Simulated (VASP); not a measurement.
GaP: relaxation of cell and atoms with PBE

GaP:

```
P Ga
1.0
     2.31050   -2.46350    0.00000
     2.31050    2.46350    0.00000
     0.00000    0.00000   13.33500
P Ga
6 6
Direct
  0.61100 0.38900 0.07030
  0.38900 0.61100 0.92970
  0.38900 0.61100 0.57030
  0.61100 0.38900 0.42970
  0.89160 0.10840 0.25000
  0.10840 0.89160 0.75000
  0.89360 0.10640 0.59090
  0.10640 0.89360 0.40910
  0.10640 0.89360 0.09090
  0.89360 0.10640 0.90910
  0.41510 0.58490 0.25000
  0.58490 0.41510 0.75000
```

* Program: VASP 6.6.1
* Task: relaxation of cell and atoms
* Functional: PBE
* Potentials or basis: VASP PAW PBE potentials, release 64 (P, Ga_d)
* Cutoff: 600 eV
* k mesh: 6 × 6 × 2
* Occupations: gaussian, width 0.1 eV
* Spin: no spin polarisation
* Target pressure: 42.7 GPa
* Dipole correction: no
* Further INCAR settings: ALGO = Normal; EDIFF = 1e-07; IBRION = 2; EDIFFG = -0.05; NSW = 100; ISIF = 3

* Relaxed volume: 12.70 Å³/atom
* Relaxed cell: a = 3.375 Å, b = 3.375 Å, c = 13.396 Å, α = 90.00°, β = 90.00°, γ = 92.89°
* Space group after relaxing (to 0.1 Å): Cmcm (No. 63)
* Energy change on relaxing (the run minimises the enthalpy): -14.9 meV/atom
* Ionic steps: 6
* Pressure after relaxing: 42.8 GPa
* Largest force after relaxing: 0.050 eV/Å
* Band gap on the k mesh: zero (bands 54 and 55 overlap by 4.33 eV)

Forces in eV/Å, atoms in the order of the input:
```
P    0.000  0.012 -0.002
P    0.000 -0.012  0.002
P    0.000 -0.012 -0.002
P    0.000  0.012  0.002
P    0.000 -0.018  0.000
P    0.000  0.018  0.000
Ga   0.000 -0.007 -0.024
Ga   0.000  0.007  0.024
Ga   0.000  0.007 -0.024
Ga   0.000 -0.007  0.024
Ga   0.000  0.050  0.000
Ga   0.000 -0.050  0.000
```

Stress tensor (GPa, compression positive):
```
42.78  0.00  0.00
 0.00 42.68  0.00
 0.00  0.00 42.81
```

Step by step:
```tsv
step	energy change (eV)	largest force (eV/Å)	pressure (GPa)	volume (Å³)
1	0.0000	0.3202	43.92	151.80
2	-0.5755	0.0666	40.20	153.92
3	-0.3692	0.0896	41.57	153.12
4	-0.0694	0.1101	43.40	151.98
5	-0.1809	0.0729	42.73	152.39
6	-0.1789	0.0495	42.76	152.38
```

Final structure:
```
CELL_PARAMETERS angstrom
2.32548 -2.44581 0.00000
2.32548 2.44581 0.00000
0.00000 0.00000 13.39564
ATOMIC_POSITIONS crystal
P 0.61094 0.38906 0.07144
P 0.38906 0.61094 0.92856
P 0.38906 0.61094 0.57144
P 0.61094 0.38906 0.42856
P 0.89080 0.10920 0.25000
P 0.10920 0.89080 0.75000
Ga 0.89312 0.10688 0.59120
Ga 0.10688 0.89312 0.40880
Ga 0.10688 0.89312 0.09120
Ga 0.89312 0.10688 0.90880
Ga 0.41465 0.58535 0.25000
Ga 0.58535 0.41465 0.75000
```

Levels at points of the mesh, in eV from the Fermi level:
| k point | band 52 | band 53 | band 54 | band 55 | band 56 | band 57 |
| --- | --- | --- | --- | --- | --- | --- |
| (0.00, 0.00, 0.00) | -0.96 | -0.78 | -0.66 | -0.11 | 0.03 | 2.18 |
| (0.50, 0.00, 0.00) | -1.00 | -0.05 | 0.09 | 0.57 | 0.88 | 1.32 |
| (0.50, 0.50, 0.00) | -3.74 | -3.68 | -3.52 | -2.67 | -1.89 | -1.21 |
| (0.00, 0.00, 0.50) | -1.76 | -1.33 | -1.33 | 0.75 | 0.75 | 1.63 |
| (0.50, 0.00, 0.50) | -1.05 | 0.44 | 0.44 | 1.05 | 1.05 | 1.53 |
| (0.50, 0.50, 0.50) | -4.65 | -4.22 | -4.22 | -1.23 | -1.23 | 0.05 |

It took 23 min on 1 thread of Intel(R) Xeon(R) 6975P-C (Granite Rapids), with other jobs on the host, peak memory 0.43 GiB.

Caveat: the cell is relaxed towards a set pressure, so the run minimises the enthalpy, not the energy; the relaxation stopped at a loose force limit of 0.05 eV/Å, so its end isn't a converged minimum.
